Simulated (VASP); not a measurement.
# AlN (P6_3mc) in VASP: further runs

The runs below take AlN through single point, with PBE.

All numbers are computed with VASP 6.6.1; they aren't measurements. Logs are shortened: lines on timing, memory, paths and dates and some standing lists are left out, and cuts for length are marked.

### 1 The cell of the first run

Symmetry: P6_3mc, No. 186, hexagonal system. Conventional cell: a = 3.130 Å, b = 3.130 Å, c = 4.617 Å, α = 90.00°, β = 90.00°, γ = 120.00°. Al (site symmetry 3m) has 4 N at 1.76 to 1.89 Å within 2.3 Å. Within 2.3 Å of N (site symmetry 3m) lie 4 Al at 1.76 to 1.89 Å.

### 2 Single point, PBE (strain +0.000 along x and y, -0.080 along z)

Input file INCAR:

```
SYSTEM = AlN
ALGO = Normal ; EDIFF = 1E-7
ENCUT = 520 ; GGA = PE
ISIF = 2 ; ISMEAR = 0
LASPH = .TRUE. ; LCHARG = .TRUE.
LELF = .TRUE. ; LREAL = .FALSE.
LVHAR = .TRUE. ; LWAVE = .FALSE.
NBANDS = 16 ; NELM = 80
PREC = Accurate ; SIGMA = 0.05
```

Input file KPOINTS:

```
k-points
0
G
  12 12 6
  0 0 0
```

Input file POSCAR:

```
AlN
1.0
    3.1302395627      0.0000000000      0.0000000000
   -1.5651197814      2.7108669813      0.0000000000
    0.0000000000      0.0000000000      4.6165412822
Al N
2 2
Direct
    0.3333333333      0.6666666667      0.0017287175
    0.6666666667      0.3333333333      0.5017287175
    0.3333333333      0.6666666667      0.3832712825
    0.6666666667      0.3333333333      0.8832712825
```

Potentials or basis: VASP PAW PBE potentials, release 64 (Al, N).

Run with:

```
$ cat potpaw_PBE.64/Al/POTCAR potpaw_PBE.64/N/POTCAR > POTCAR
$ mpirun -np 1 vasp_std > vasp.out
```

OUTCAR:

```text
SYSTEM = AlN
   EDIFF = 1E-7
   ENCUT = 520
   GGA = PE
   ISIF = 2
   ISMEAR = 0
   LASPH = .TRUE.
   LREAL = .FALSE.
   NELM = 80
   PREC = Accurate

 ion  position               nearest neighbor table
   1  0.333  0.667  0.002-   3 1.76   4 1.89   4 1.89   4 1.89   2 2.93   2 2.93   2 2.93   2 2.93
                             2 2.93   2 2.93
   2  0.667  0.333  0.502-   4 1.76   3 1.89   3 1.89   3 1.89   1 2.93   1 2.93   1 2.93   1 2.93
                             1 2.93   1 2.93
   3  0.333  0.667  0.383-   1 1.76   2 1.89   2 1.89   2 1.89
   4  0.667  0.333  0.883-   2 1.76   1 1.89   1 1.89   1 1.89

  LATTYP: Found a hexagonal cell.
 ALAT       =     3.1302395627
 C/A-ratio  =     1.4748204378

  Lattice vectors:

 A1 = (   3.1302395627,   0.0000000000,   0.0000000000)
 A2 = (  -1.5651197814,   2.7108669813,   0.0000000000)
 A3 = (   0.0000000000,   0.0000000000,   4.6165412822)

Analysis of symmetry for initial positions (statically):
=====================================================================
 Subroutine PRICEL returns:
 Original cell was already a primitive cell.

 Routine SETGRP: Setting up the symmetry group for a
 hexagonal supercell.

 Subroutine GETGRP returns: Found 12 space group operations
 (whereof  6 operations were pure point group operations)
 out of a pool of 24 trial point group operations.

The static configuration has the point symmetry C_3v.
 The point group associated with its full space group is C_6v.

Analysis of symmetry for dynamics (positions and initial velocities):
=====================================================================
 Subroutine PRICEL returns:
 Original cell was already a primitive cell.

 Routine SETGRP: Setting up the symmetry group for a
 hexagonal supercell.

 Subroutine GETGRP returns: Found 12 space group operations
 (whereof  6 operations were pure point group operations)
 out of a pool of 24 trial point group operations.

The dynamic configuration has the point symmetry C_3v.
 The point group associated with its full space group is C_6v.

 Subroutine INISYM returns: Found 12 space group operations
 (whereof  6 operations are pure point group operations),
 and found     1 'primitive' translations

----------------------------------------------------------------------------------------

                                     Primitive cell

  volume of cell :      39.1744

  direct lattice vectors                    reciprocal lattice vectors
     3.130239563  0.000000000  0.000000000     0.319464367  0.184442838  0.000000000
    -1.565119781  2.710866981  0.000000000     0.000000000  0.368885676  0.000000000
     0.000000000  0.000000000  4.616541282     0.000000000  0.000000000  0.216612381

  length of vectors
     3.130239563  3.130239563  4.616541282     0.368885676  0.368885676  0.216612381

  position of ions in fractional coordinates (direct lattice)
     0.333333333  0.666666667  0.001728718
     0.666666667  0.333333333  0.501728718
     0.333333333  0.666666667  0.383271282
     0.666666667  0.333333333  0.883271282

  ion indices of the primitive-cell ions
   primitive index   ion index
                 1           1
                 2           2
                 3           3
                 4           4

----------------------------------------------------------------------------------------

 KPOINTS: k-points

Automatic generation of k-mesh.
 Grid dimensions read from file:
 generate k-points for:   12   12    6

 Generating k-lattice:

  Cartesian coordinates                     Fractional coordinates (reciprocal lattice)
     0.026622031  0.015370237  0.000000000     0.083333333 -0.000000000  0.000000000
     0.000000000  0.030740473  0.000000000     0.000000000  0.083333333  0.000000000
     0.000000000  0.000000000  0.036102064     0.000000000  0.000000000  0.166666667

  Length of vectors
     0.030740473  0.030740473  0.036102064

  Shift w.r.t. Gamma in fractional coordinates (k-lattice)
     0.000000000  0.000000000  0.000000000

 Subroutine IBZKPT returns following result:
 ===========================================

 Found     76 irreducible k-points:

 Following reciprocal coordinates:
            Coordinates               Weight
  0.000000  0.000000  0.000000      1.000000
  0.083333  0.000000  0.000000      6.000000
  0.166667 -0.000000  0.000000      6.000000
  0.250000  0.000000  0.000000      6.000000
  0.333333  0.000000  0.000000      6.000000
  0.416667  0.000000  0.000000      6.000000
[... 16 lines left out ...]
  0.250000  0.000000  0.166667     12.000000
  0.333333  0.000000  0.166667     12.000000
 [... further k-points ...]
   k-points           NKPTS =     76   k-points in BZ     NKDIM =     76   number of bands    NBANDS=     16
   number of dos      NEDOS =    301   number of ions     NIONS =      4
   total plane-waves  NPLWV =  20736
   dimension x,y,z NGX =    24 NGY =   24 NGZ =   36
   dimension x,y,z NGXF=    48 NGYF=   48 NGZF=   72
   ions per type =               2   2
   NGX,Y,Z   is equivalent  to a cutoff of  12.75, 12.75, 12.96 a.u.
   NGXF,Y,Z  is equivalent  to a cutoff of  25.49, 25.49, 25.93 a.u.
 SYSTEM =  AlN
   PREC   = accura    normal or accurate (medium, high low for compatibility)
   ISTART =      0    job   : 0-new  1-cont  2-samecut
   ICHARG =      2    charge: 1-file 2-atom 10-const
   ISPIN  =      1    spin polarized calculation?
   LNONCOLLINEAR =      F non collinear calculations
   LSORBIT =      F    spin-orbit coupling
   LASPH  =      T    aspherical Exc in radial PAW
   ENCUT  =  520.0 eV  38.22 Ry    6.18 a.u.   5.82  5.82  8.58*2*pi/ulx,y,z
   NELM   =     80;   NELMIN=  2; NELMDL= -5     # of ELM steps
   EDIFF  = 0.1E-06   stopping-criterion for ELM
   LREAL  =      F    real-space projection
   EDIFFG = 0.1E-05   stopping-criterion for IOM
   NSW    =      0    number of steps for IOM
   IBRION =     -1    ionic relax: 0-MD 1-quasi-New 2-CG
   NFREE  =      0    steps in history (QN), initial steepest desc. (CG)
   ISIF   =      2    stress and relaxation
   ISYM   =      2    0-nonsym 1-usesym 2-fastsym
   POTIM  = 0.5000    time-step for ionic-motion
   TEBEG  =    0.0;   TEEND  =   0.0 temperature during run
   PSTRESS=    0.0 pullay stress
   NELECT =      16.0000    total number of electrons
   NUPDOWN=      -1.0000    fix difference up-down
   EMIN   =  10.00;   EMAX   =-10.00  energy-range for DOS
   EFERMI =   0.00;   METHOD = LEGACY
   ISMEAR =     0;   SIGMA  =   0.05  broadening in eV -4-tet -1-fermi 0-gaus
   EFERMI_NEDOS =   21; number of points for ismear=-14 and -15
   IALGO  =     38    algorithm
   IMIX   =      4    mixing-type and parameters
     AMIX     =   0.40;   BMIX     =  1.00
     AMIX_MAG =   1.60;   BMIX_MAG =  1.00
  volume/ion in A,a.u.               =       9.79        66.09
  Fermi-wavevector in a.u.,A,eV,Ry     =   1.214639  2.295335 20.073336  1.475349
  Thomas-Fermi vector in A             =   2.350052
   LORBIT       =      0    0 simple, 1 ext, 2 COOP (PROOUT), +10 PAW based schemes
   GGA     = PE    functional components
   LHFCALC =     F    Hartree Fock is set to
   AEXX    =    0.0000 exact exchange contribution
   IVDW    =     0    specifies the selected vdW correction
   LEPSILON=     F    determine dielectric tensor
   LRPA    =     F    only Hartree local field effects (RPA)
 non-spin polarized calculation
 Gauss-broadening in eV      SIGMA  =   0.05
  energy-cutoff  :      520.00
  volume of cell :       39.17
 maximum number of plane-waves:      1068
 NGX is ok and might be reduce to    24
   NGX = 11   NGY = 11   NGZ = 17

 number of electron      15.9999999 magnetization

 Free energy of the ion-electron system (eV)
  ---------------------------------------------------
  ext. energy  EPLUGINS =         0.00000000
  ---------------------------------------------------
  free energy    TOTEN  =       -29.32713548 eV

  energy without entropy =      -29.32713548  energy(sigma->0) =      -29.32713548

 E-fermi :   7.2737     XC(G=0): -11.1856

 val. band max:        7.0210693140   @ k =   0.0000   0.0000   0.0000
 cond. band min:      11.5344850834   @ k =   0.0000   0.0000   0.0000
 fundamental gap:      4.5134157695
 Fermi energy:         7.2737415010

 k-point     1 :       0.0000    0.0000    0.0000
  band No.  band energies     occupation
      1      -8.8149      2.00000
      2      -6.0828      2.00000
      3       0.7707      2.00000
      4       5.5489      2.00000
      5       5.5489      2.00000
      6       6.4765      2.00000
[... 8 lines left out ...]
     15      20.2005      0.00000
     16      21.1778      0.00000

 k-point     2 :       0.0833    0.0000    0.0000
  band No.  band energies     occupation
      1      -8.7259      2.00000
      2      -6.0441      2.00000
      3       0.8722      2.00000
      4       5.1521      2.00000
      5       5.4232      2.00000
      6       6.0832      2.00000
[... 8 lines left out ...]
     15      20.2609      0.00000
     16      20.3949      0.00000

 k-point     3 :       0.1667   -0.0000    0.0000
  band No.  band energies     occupation
      1      -8.4660      2.00000
      2      -5.9421      2.00000
      3       1.1715      2.00000
      4       4.1849      2.00000
      5       5.1308      2.00000
      6       5.2617      2.00000
[... 8 lines left out ...]
     15      19.6391      0.00000
     16      19.9145      0.00000

 k-point     4 :       0.2500    0.0000    0.0000
  band No.  band energies     occupation
      1      -8.0592      2.00000
      2      -5.8224      2.00000
      3       1.6489      2.00000
      4       3.0596      2.00000
      5       4.3636      2.00000
      6       4.8002      2.00000
[... 8 lines left out ...]
     15      19.8281      0.00000
     16      19.9195      0.00000

 k-point     5 :       0.3333    0.0000    0.0000
  band No.  band energies     occupation
      1      -7.5543      2.00000
      2      -5.7589      2.00000
      3       2.0416      2.00000
      4       2.3015      2.00000
      5       3.5650      2.00000
      6       4.5165      2.00000
[... 8 lines left out ...]
     15      20.0835      0.00000
     16      21.1620      0.00000

 k-point     6 :       0.4167    0.0000    0.0000
  band No.  band energies     occupation
      1      -7.0510      2.00000
      2      -5.8186      2.00000
      3       1.4095      2.00000
      4       2.9408      2.00000
      5       3.0026      2.00000
      6       4.3293      2.00000
[... 8 lines left out ...]
     15      20.3026      0.00000
     16      22.2950      0.00000
[... 267 lines left out ...]
 k-point    21 :       0.0833    0.0000    0.1667
  band No.  band energies     occupation
      1      -8.5960      2.00000
      2      -6.3135      2.00000
      3       1.2781      2.00000
      4       5.2308      2.00000
      5       5.4876      2.00000
      6       5.8188      2.00000
[... 8 lines left out ...]
     15      19.7996      0.00000
     16      20.2964      0.00000

 k-point    22 :       0.1667   -0.0000    0.1667
  band No.  band energies     occupation
      1      -8.3405      2.00000
      2      -6.1855      2.00000
      3       1.4902      2.00000
      4       4.3134      2.00000
      5       4.9901      2.00000
      6       5.2076      2.00000
[... 8 lines left out ...]
     15      19.8550      0.00000
     16      19.9093      0.00000

 k-point    23 :       0.2500    0.0000    0.1667
  band No.  band energies     occupation
      1      -7.9419      2.00000
      2      -6.0214      2.00000
      3       1.7233      2.00000
      4       3.3405      2.00000
      5       4.1227      2.00000
      6       4.8879      2.00000
[... 8 lines left out ...]
     15      20.0293      0.00000
     16      20.0952      0.00000

 k-point    24 :       0.3333    0.0000    0.1667
  band No.  band energies     occupation
      1      -7.4506      2.00000
      2      -5.8974      2.00000
      3       1.5866      2.00000
      4       2.8172      2.00000
      5       3.5042      2.00000
      6       4.6115      2.00000
[... 8 lines left out ...]
     15      20.2320      0.00000
     16      21.1688      0.00000

 [... further k-points ...]

------------------------ aborting loop because EDIFF is reached ----------------------------------------

  FORCE on cell =-STRESS in cart. coord.  units (eV):
  Direction    XX          YY          ZZ          XY          YZ          ZX
  --------------------------------------------------------------------------------------
  -------------------------------------------------------------------------------------
  Total        1.5084156      1.5084156     11.6289678     -0.0000000      0.0000000      0.0000000
  in kB       61.6920360     61.6920360    475.6081018     -0.0000000      0.0000000      0.0000000
  external PRESSURE =     199.6640579 kB  Pullay stress =       0.0000000 kB

 VOLUME and BASIS-vectors are now :
 -----------------------------------------------------------------------------
  energy-cutoff  :      520.00
  volume of cell :       39.17
      direct lattice vectors                 reciprocal lattice vectors
     3.130239563  0.000000000  0.000000000     0.319464367  0.184442838  0.000000000
    -1.565119781  2.710866981  0.000000000     0.000000000  0.368885676  0.000000000
     0.000000000  0.000000000  4.616541282     0.000000000  0.000000000  0.216612381

 POSITION                                       TOTAL-FORCE (eV/Angst)
 -----------------------------------------------------------------------------------
     -0.00000      1.80724      0.00798        -0.000000      0.000000     -1.824225
      1.56512      0.90362      2.31625         0.000000     -0.000000     -1.824225
     -0.00000      1.80724      1.76939         0.000000     -0.000000      1.824225
      1.56512      0.90362      4.07766         0.000000     -0.000000      1.824225
 -----------------------------------------------------------------------------------
    total drift:                               -0.000000      0.000000     -0.000521

  FREE ENERGIE OF THE ION-ELECTRON SYSTEM (eV)
  ---------------------------------------------------
  free  energy   TOTEN  =       -29.3271354775 eV

  energy  without entropy=      -29.3271354775  energy(sigma->0) =      -29.32713548
```

It took 38 s on 1 thread of Intel Xeon 6975P-C, shared host; peak memory 0.17 GiB.

What came out:

* Free energy: -29.3271 eV
* Pressure: 20.0 GPa
* Largest force: 1.824 eV/Å
* Band gap on the k mesh: 4.51 eV, direct

Forces on the atoms (eV/Å):
```
Al   0.000  0.000 -1.824
Al   0.000  0.000 -1.824
N    0.000  0.000  1.824
N    0.000  0.000  1.824
```

Caveat: the cell differs from its parent crystal (strain +0.000 along x and y, -0.080 along z); forces of over 1 eV/Å act on the atoms, so gaps and moduli don't describe the material at rest.

### 3 Single point, PBE (strain -0.040 along x and y, +0.000 along z)

Input file INCAR:

```
PREC = Accurate ; ENCUT = 520
EDIFF = 1E-6 ; ISMEAR = 0
SIGMA = 0.05 ; LREAL = F
LASPH = T ; NELM = 100
ALGO = Normal ; ISIF = 2
LWAVE = F ; LCHARG = F
GGA = PE ; NBANDS = 16
```

Input file KPOINTS:

```
Automatic mesh
0
Gamma
  12 12 6
```

Input file POSCAR:

```
AlN
1.0
    3.0050299802      0.0000000000      0.0000000000
   -1.5025149901      2.6024323020      0.0000000000
    0.0000000000      0.0000000000      5.0179796546
Al N
2 2
Direct
    0.3333333333      0.6666666667      0.0017287175
    0.6666666667      0.3333333333      0.5017287175
    0.3333333333      0.6666666667      0.3832712825
    0.6666666667      0.3333333333      0.8832712825
```

Potentials or basis: VASP PAW PBE potentials, release 64 (Al, N).

Run with:

```
$ cat potpaw_PBE.64/Al/POTCAR potpaw_PBE.64/N/POTCAR > POTCAR
$ mpirun -np 1 vasp_std > vasp.out
```

Run time: 35 s. Hardware: 1 thread of Intel Xeon 6975P-C, shared host; peak memory 0.18 GiB.

The run converged. Its results:

| Quantity | Value |
| --- | --- |
| Free energy | -29.5304 eV |
| Pressure | 19.2 GPa |
| Largest force | 0.542 eV/Å |
| Band gap on the k mesh | 4.85 eV, direct |

Forces on the atoms (eV/Å):
```
Al   0.000  0.000  0.542
Al   0.000  0.000  0.542
N    0.000  0.000 -0.542
N    0.000  0.000 -0.542
```

Stress tensor (GPa, compression positive):
```
26.12  0.00  0.00
 0.00 26.12  0.00
 0.00  0.00  5.51
```

Levels at points of the mesh, in eV from the valence-band top:
```
           k point  band 5  band 6  band 7  band 8  band 9  band 10  band 11  band 12
(0.00, 0.00, 0.00)   -0.55    0.00    0.00    0.00    4.85     7.82    11.08    12.20
(0.50, 0.00, 0.00)   -3.31   -1.83   -1.71   -0.56    5.83     6.42     8.90    10.76
(0.00, 0.00, 0.50)   -0.28   -0.28   -0.28   -0.28    7.35     7.35    10.84    10.84
(0.50, 0.00, 0.50)   -1.37   -1.37   -1.26   -1.26    5.54     5.54     9.76     9.76
```

Caveat: the cell differs from its parent crystal (strain -0.040 along x and y, +0.000 along z).

### 4 Single point, PBE (strain +0.000 along x and y, -0.040 along z)

Input file INCAR:

```
SYSTEM = AlN
PREC = Accurate
ENCUT = 520
EDIFF = 1E-6
ISMEAR = 0
SIGMA = 0.05
LREAL = .False.
LASPH = .True.
NELM = 100
ALGO = Normal
ISIF = 2
LWAVE = .False.
LCHARG = .True.
GGA = PE
LELF = .True.
LVHAR = .True.
NBANDS = 16
```

Input file KPOINTS:

```
Automatic mesh
0
Gamma
  12 12 6
  0 0 0
```

Input file POSCAR:

```
AlN
1.0
    3.1302395627      0.0000000000      0.0000000000
   -1.5651197814      2.7108669813      0.0000000000
    0.0000000000      0.0000000000      4.8172604684
Al N
2 2
Direct
    0.3333333333      0.6666666667      0.0017287175
    0.6666666667      0.3333333333      0.5017287175
    0.3333333333      0.6666666667      0.3832712825
    0.6666666667      0.3333333333      0.8832712825
```

Run with:

```
$ cat potpaw_PBE.64/Al/POTCAR potpaw_PBE.64/N/POTCAR > POTCAR
$ mpirun -np 1 vasp_std > vasp.out
```

Wall time 34 s (1 thread of Intel Xeon 6975P-C, shared host); peak memory 0.17 GiB.

It converged, with:

- Free energy: -29.6799 eV
- Pressure: 8.4 GPa
- Largest force: 0.651 eV/Å
- Band gap on the k mesh: 4.29 eV, direct

Forces in eV/Å, atoms in the order of the input:
```
Al   0.000  0.000 -0.651
Al   0.000  0.000 -0.651
N    0.000  0.000  0.651
N    0.000  0.000  0.651
```

Stress tensor (GPa, compression positive):
```
 2.52  0.00  0.00
 0.00  2.52  0.00
 0.00  0.00 20.04
```

Levels at points of the mesh, in eV from the valence-band top:
```
           k point  band 4  band 5  band 6  band 7  band 8  band 9  band 10  band 11  band 12  band 13
(0.00, 0.00, 0.00)   -1.15   -1.15   -0.38   -0.38    0.00    4.29     6.35    10.82    10.82    10.86
(0.50, 0.00, 0.00)   -4.18   -3.52   -2.40   -1.92   -0.78    5.56     6.00     8.24    10.38    10.78
(0.00, 0.00, 0.50)   -3.32   -0.78   -0.78   -0.78   -0.78    6.37     6.37    10.56    10.56    11.14
(0.50, 0.00, 0.50)   -5.82   -1.68   -1.68   -1.39   -1.39    5.38     5.38     9.38     9.38    12.07
```

Caveat: the cell differs from its parent crystal (strain +0.000 along x and y, -0.040 along z). A k mesh can miss the band edges.

(Part 1 of 2 ends here.)
